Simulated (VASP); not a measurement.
A run of VASP 6.6.1:

File INCAR:

```
  PREC = Accurate
  ENCUT = 520
  EDIFF = 1E-6
  ISMEAR = -1
  SIGMA = 0.1
  LREAL = False
  LASPH = True
  NELM = 80
  ALGO = Normal
  ISIF = 2
  LWAVE = False
  LCHARG = False
  GGA = PE
  NBANDS = 25
```

KPOINTS

```
Automatic mesh
0
Gamma
  10 10 13
```

Contents of POSCAR:

```
Zn
1.0
    3.7710686044      0.0000000000      0.0000000000
   -1.8855343022      3.2658412109      0.0000000000
    0.0000000000      0.0000000000      2.2881611839
Zn
3
Direct
    0.0000000000      0.0000000000      0.0000000000
    0.3333333333      0.6666666667      0.5000000000
    0.6666666667      0.3333333333      0.5000000000
```

Potentials or basis: VASP PAW PBE potentials, release 64 (Zn).

Command:

```sh
$ cat potpaw_PBE.64/Zn/POTCAR > POTCAR
$ mpirun -np 1 vasp_std > vasp.out
```

Hardware: 1 thread of Intel(R) Xeon(R) 6975P-C (Granite Rapids) (shared host).

How long does it take, and how much memory?

It took 24 s on 1 thread of Intel(R) Xeon(R) 6975P-C (Granite Rapids), with other jobs on the host, peak memory 0.17 GiB. Counts: scf iterations 12, k points 98.
